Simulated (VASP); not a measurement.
# AlN (P2_1) in VASP: a series of runs, part 2 of 2

VASP 6.6.1. The steps go on from the part before.

**3. Single point, LDA (mode 4 frozen in at -0.034 Å and mode 5 at -0.017 Å (largest displacements))**

File INCAR:

```
PREC     = Accurate       # precision mode
ENCUT    = 520            # plane-wave cutoff, eV
EDIFF    = 1E-7           # SCF threshold, eV
ISMEAR   = 0              # smearing method
SIGMA    = 0.05           # smearing width, eV
LREAL    = False          # projectors in reciprocal space
LASPH    = True           # aspherical terms in the spheres
NELM     = 80             # most SCF steps
ALGO     = Normal         # electronic algorithm
ISIF     = 2              # what is computed and relaxed
LWAVE    = False          # write WAVECAR
LCHARG   = False          # write CHGCAR
GGA      = CA             # functional
NBANDS   = 16             # bands
```

File KPOINTS:

```
Automatic mesh
0
Gamma
  9 9 6
```

File POSCAR:

```
AlN
1.0
    3.0887424016      0.0000000000      0.0000000000
   -1.5443712008      2.6749293856      0.0000000000
    0.0000000000      0.0000000000      4.9437688231
Al N
2 2
Direct
    0.3189810764      0.6602365904      0.0015212672
    0.6810189236      0.3397634096      0.5015212672
    0.3461403150      0.6724044311      0.3834787328
    0.6538596850      0.3275955689      0.8834787328
```

Potentials or basis: VASP PAW LDA potentials, release 64 (Al, N).

Command:

```sh
> cat potpaw_LDA.64/Al/POTCAR potpaw_LDA.64/N/POTCAR > POTCAR
> mpirun -np 1 vasp_std > vasp.out
```

OUTCAR:

```text
PREC = Accurate
   ENCUT = 520
   EDIFF = 1E-7
   ISMEAR = 0
   LREAL = False
   LASPH = True
   NELM = 80
   ISIF = 2
   GGA = CA

 ion  position               nearest neighbor table
   1  0.319  0.660  0.002-   4 1.87   4 1.88   4 1.88   3 1.89   2 3.00   2 3.00   2 3.07   2 3.07
                             2 3.07   2 3.07
   2  0.681  0.340  0.502-   3 1.87   3 1.88   3 1.88   4 1.89   1 3.00   1 3.00   1 3.07   1 3.07
                             1 3.07   1 3.07
   3  0.346  0.672  0.383-   2 1.87   2 1.88   2 1.88   1 1.89
   4  0.654  0.328  0.883-   1 1.87   1 1.88   1 1.88   2 1.89

  LATTYP: Found a hexagonal cell.
 ALAT       =     3.0887424016
 C/A-ratio  =     1.6005766038

  Lattice vectors:

 A1 = (   3.0887424016,   0.0000000000,   0.0000000000)
 A2 = (  -1.5443712008,   2.6749293856,   0.0000000000)
 A3 = (   0.0000000000,   0.0000000000,   4.9437688231)

Analysis of symmetry for initial positions (statically):
=====================================================================
 Subroutine PRICEL returns:
 Original cell was already a primitive cell.

 Routine SETGRP: Setting up the symmetry group for a
 hexagonal supercell.

 Subroutine GETGRP returns: Found  2 space group operations
 (whereof  1 operations were pure point group operations)
 out of a pool of 24 trial point group operations.

The static configuration has the point symmetry C_1 .
 The point group associated with its full space group is C_2 .

Analysis of symmetry for dynamics (positions and initial velocities):
=====================================================================
 Subroutine PRICEL returns:
 Original cell was already a primitive cell.

 Routine SETGRP: Setting up the symmetry group for a
 hexagonal supercell.

 Subroutine GETGRP returns: Found  2 space group operations
 (whereof  1 operations were pure point group operations)
 out of a pool of 24 trial point group operations.

The dynamic configuration has the point symmetry C_1 .
 The point group associated with its full space group is C_2 .

 Subroutine INISYM returns: Found  2 space group operations
 (whereof  1 operations are pure point group operations),
 and found     1 'primitive' translations

----------------------------------------------------------------------------------------

                                     Primitive cell

  volume of cell :      40.8462

  direct lattice vectors                    reciprocal lattice vectors
     3.088742402  0.000000000  0.000000000     0.323756361  0.186920822  0.000000000
    -1.544371201  2.674929386  0.000000000     0.000000000  0.373841644  0.000000000
     0.000000000  0.000000000  4.943768823     0.000000000  0.000000000  0.202274830

  length of vectors
     3.088742402  3.088742402  4.943768823     0.373841644  0.373841644  0.202274830

  position of ions in fractional coordinates (direct lattice)
     0.318981076  0.660236590  0.001521267
     0.681018924  0.339763410  0.501521267
     0.346140315  0.672404431  0.383478733
     0.653859685  0.327595569  0.883478733

  ion indices of the primitive-cell ions
   primitive index   ion index
                 1           1
                 2           2
                 3           3
                 4           4

----------------------------------------------------------------------------------------

 KPOINTS: Automatic mesh

Automatic generation of k-mesh.
 Grid dimensions read from file:
 generate k-points for:    9    9    6

 Generating k-lattice:

  Cartesian coordinates                     Fractional coordinates (reciprocal lattice)
     0.035972929  0.020768980  0.000000000     0.111111111 -0.000000000  0.000000000
     0.000000000  0.041537960  0.000000000     0.000000000  0.111111111  0.000000000
     0.000000000  0.000000000  0.033712472     0.000000000  0.000000000  0.166666667

  Length of vectors
     0.041537960  0.041537960  0.033712472

  Shift w.r.t. Gamma in fractional coordinates (k-lattice)
     0.000000000  0.000000000  0.000000000

 Subroutine IBZKPT returns following result:
 ===========================================

 Found    164 irreducible k-points:

 Following reciprocal coordinates:
            Coordinates               Weight
  0.000000  0.000000  0.000000      1.000000
  0.111111  0.000000  0.000000      2.000000
  0.000000  0.111111  0.000000      2.000000
 -0.111111  0.111111  0.000000      2.000000
  0.222222 -0.000000  0.000000      2.000000
  0.000000  0.222222  0.000000      2.000000
[... 16 lines left out ...]
  0.333333  0.111111  0.000000      2.000000
 -0.111111  0.444444  0.000000      2.000000
 [... further k-points ...]
   k-points           NKPTS =    164   k-points in BZ     NKDIM =    164   number of bands    NBANDS=     16
   number of dos      NEDOS =    301   number of ions     NIONS =      4
   total plane-waves  NPLWV =  23040
   dimension x,y,z NGX =    24 NGY =   24 NGZ =   40
   dimension x,y,z NGXF=    48 NGYF=   48 NGZF=   80
   ions per type =               2   2
   NGX,Y,Z   is equivalent  to a cutoff of  12.92, 12.92, 13.45 a.u.
   NGXF,Y,Z  is equivalent  to a cutoff of  25.84, 25.84, 26.90 a.u.
 SYSTEM =  unknown system
   PREC   = accura    normal or accurate (medium, high low for compatibility)
   ISTART =      0    job   : 0-new  1-cont  2-samecut
   ICHARG =      2    charge: 1-file 2-atom 10-const
   ISPIN  =      1    spin polarized calculation?
   LNONCOLLINEAR =      F non collinear calculations
   LSORBIT =      F    spin-orbit coupling
   LASPH  =      T    aspherical Exc in radial PAW
   ENCUT  =  520.0 eV  38.22 Ry    6.18 a.u.   5.74  5.74  9.19*2*pi/ulx,y,z
   NELM   =     80;   NELMIN=  2; NELMDL= -5     # of ELM steps
   EDIFF  = 0.1E-06   stopping-criterion for ELM
   LREAL  =      F    real-space projection
   EDIFFG = 0.1E-05   stopping-criterion for IOM
   NSW    =      0    number of steps for IOM
   IBRION =     -1    ionic relax: 0-MD 1-quasi-New 2-CG
   NFREE  =      0    steps in history (QN), initial steepest desc. (CG)
   ISIF   =      2    stress and relaxation
   ISYM   =      2    0-nonsym 1-usesym 2-fastsym
   POTIM  = 0.5000    time-step for ionic-motion
   TEBEG  =    0.0;   TEEND  =   0.0 temperature during run
   PSTRESS=    0.0 pullay stress
   NELECT =      16.0000    total number of electrons
   NUPDOWN=      -1.0000    fix difference up-down
   EMIN   =  10.00;   EMAX   =-10.00  energy-range for DOS
   EFERMI =   0.00;   METHOD = LEGACY
   ISMEAR =     0;   SIGMA  =   0.05  broadening in eV -4-tet -1-fermi 0-gaus
   EFERMI_NEDOS =   21; number of points for ismear=-14 and -15
   IALGO  =     38    algorithm
   IMIX   =      4    mixing-type and parameters
     AMIX     =   0.40;   BMIX     =  1.00
     AMIX_MAG =   1.60;   BMIX_MAG =  1.00
  volume/ion in A,a.u.               =      10.21        68.91
  Fermi-wavevector in a.u.,A,eV,Ry     =   1.197836  2.263582 19.521797  1.434812
  Thomas-Fermi vector in A             =   2.333741
   LORBIT       =      0    0 simple, 1 ext, 2 COOP (PROOUT), +10 PAW based schemes
   GGA     = CA    functional components
   LHFCALC =     F    Hartree Fock is set to
   AEXX    =    0.0000 exact exchange contribution
   IVDW    =     0    specifies the selected vdW correction
   LEPSILON=     F    determine dielectric tensor
   LRPA    =     F    only Hartree local field effects (RPA)
 non-spin polarized calculation
 Gauss-broadening in eV      SIGMA  =   0.05
  energy-cutoff  :      520.00
  volume of cell :       40.85
 maximum number of plane-waves:      1118
   NGX = 11   NGY = 11   NGZ = 19

 number of electron      16.0000000 magnetization

 Free energy of the ion-electron system (eV)
  ---------------------------------------------------
  ext. energy  EPLUGINS =         0.00000000
  ---------------------------------------------------
  free energy    TOTEN  =       -32.82908227 eV

  energy without entropy =      -32.82908227  energy(sigma->0) =      -32.82908227

 E-fermi :   6.3804     XC(G=0): -11.3434

 val. band max:        6.1237596725   @ k =   0.0000   0.0000   0.0000
 cond. band min:      10.5287076254   @ k =   0.0000   0.0000   0.0000
 fundamental gap:      4.4049479529
 Fermi energy:         6.3803865513

 k-point     1 :       0.0000    0.0000    0.0000
  band No.  band energies     occupation
      1      -9.0575      2.00000
      2      -6.7635      2.00000
      3      -0.0382      2.00000
      4       5.2092      2.00000
      5       5.2429      2.00000
      6       5.8238      2.00000
[... 433 lines left out ...]
      3       1.1304      2.00000
      4       2.1533      2.00000
      5       2.2627      2.00000
      6       3.6802      2.00000
[... 8 lines left out ...]
     15      18.4496      0.00000
     16      20.9047      0.00000

 [... further k-points ...]
[... 5 lines left out ...]
  --------------------------------------------------------------------------------------
  -------------------------------------------------------------------------------------
  Total        0.1196973      0.1691904      0.1501277     -0.0417053      0.0000000      0.0000000
  in kB        4.6950761      6.6364235      5.8886959     -1.6358733      0.0000000      0.0000000
  external PRESSURE =       5.7400652 kB  Pullay stress =       0.0000000 kB

 VOLUME and BASIS-vectors are now :
 -----------------------------------------------------------------------------
  energy-cutoff  :      520.00
  volume of cell :       40.85
      direct lattice vectors                 reciprocal lattice vectors
     3.088742402  0.000000000  0.000000000     0.323756361  0.186920822  0.000000000
    -1.544371201  2.674929386  0.000000000     0.000000000  0.373841644  0.000000000
     0.000000000  0.000000000  4.943768823     0.000000000  0.000000000  0.202274830

 POSITION                                       TOTAL-FORCE (eV/Angst)
 -----------------------------------------------------------------------------------
     -0.03440      1.76609      0.00752         0.202029      0.102432      0.010214
      1.57877      0.90884      2.47941        -0.202029     -0.102432      0.010214
      0.03070      1.79863      1.89583        -0.086895     -0.042861     -0.010214
      1.51367      0.87630      4.36771         0.086895      0.042861     -0.010214
 -----------------------------------------------------------------------------------
    total drift:                               -0.000000      0.000000     -0.000606

  FREE ENERGIE OF THE ION-ELECTRON SYSTEM (eV)
  ---------------------------------------------------
  free  energy   TOTEN  =       -32.8290822706 eV

  energy  without entropy=      -32.8290822706  energy(sigma->0) =      -32.82908227
```

Wall time 56 s (1 thread of Intel Xeon Platinum 8375C at 2.90GHz (Ice Lake), shared host); peak memory 0.2 GiB.

What came out:

- Free energy: -32.8291 eV
- Pressure: 0.6 GPa
- Largest force: 0.227 eV/Å
- Band gap on the k mesh: 4.40 eV, direct

Forces on the atoms (eV/Å):
```
Al   0.202  0.102  0.010
Al  -0.202 -0.102  0.010
N   -0.087 -0.043 -0.010
N    0.087  0.043 -0.010
```

Caveat: the cell differs from its parent crystal (mode 4 frozen in at -0.034 Å and mode 5 at -0.017 Å (largest displacements)). A k mesh can miss the band edges.

**4. Single point, LDA (mode 4 frozen in at -0.017 Å and mode 5 at -0.034 Å (largest displacements))**

File INCAR:

```
SYSTEM = AlN
PREC     = Accurate       ! precision mode
ENCUT    = 520            ! plane-wave cutoff, eV
EDIFF    = 1E-6           ! SCF threshold, eV
ISMEAR   = 0              ! smearing method
SIGMA    = 0.05           ! smearing width, eV
LREAL    = .FALSE.        ! projectors in reciprocal space
LASPH    = .TRUE.         ! aspherical terms in the spheres
NELM     = 80             ! most SCF steps
ALGO     = Normal         ! electronic algorithm
ISIF     = 2              ! what is computed and relaxed
LWAVE    = .FALSE.        ! write WAVECAR
LCHARG   = .FALSE.        ! write CHGCAR
GGA      = CA             ! functional
NBANDS   = 16             ! bands
```

File KPOINTS:

```
Automatic mesh
0
G
  9 9 6
  0 0 0
```

File POSCAR:

```
AlN
1.0
    3.0887424016      0.0000000000      0.0000000000
   -1.5443712008      2.6749293856      0.0000000000
    0.0000000000      0.0000000000      4.9437688231
Al N
2 2
Direct
    0.3213346476      0.6538065141      0.0015212672
    0.6786653524      0.3461934859      0.5015212672
    0.3440401475      0.6781421955      0.3834787328
    0.6559598525      0.3218578045      0.8834787328
```

Command:

```sh
> cat potpaw_LDA.64/Al/POTCAR potpaw_LDA.64/N/POTCAR > POTCAR
> mpirun -np 1 vasp_std > vasp.out
```

Wall time 42 s (1 thread of Intel Xeon Platinum 8375C at 2.90GHz (Ice Lake), shared host); peak memory 0.2 GiB.

Results (log left out):

- Free energy: -32.8292 eV
- Pressure: 0.5 GPa
- Largest force: 0.219 eV/Å
- Band gap on the k mesh: 4.40 eV, direct

Forces on the atoms (eV/Å):
```
Al   0.104  0.192  0.010
Al  -0.104 -0.192  0.010
N   -0.042 -0.091 -0.010
N    0.042  0.091 -0.010
```

Stress tensor (GPa, compression positive):
```
 0.48 -0.11  0.00
-0.11  0.60  0.00
 0.00  0.00  0.56
```

Levels at points of the mesh, in eV from the valence-band top:
| k point | band 6 | band 7 | band 8 | band 9 | band 10 | band 11 |
| --- | --- | --- | --- | --- | --- | --- |
| (0.00, 0.00, 0.00) | -0.30 | -0.18 | 0.00 | 4.40 | 6.72 | 10.62 |
| (0.00, 0.00, 0.50) | -0.59 | -0.56 | -0.56 | 6.59 | 6.59 | 10.30 |

Caveat: the cell differs from its parent crystal (mode 4 frozen in at -0.017 Å and mode 5 at -0.034 Å (largest displacements)).
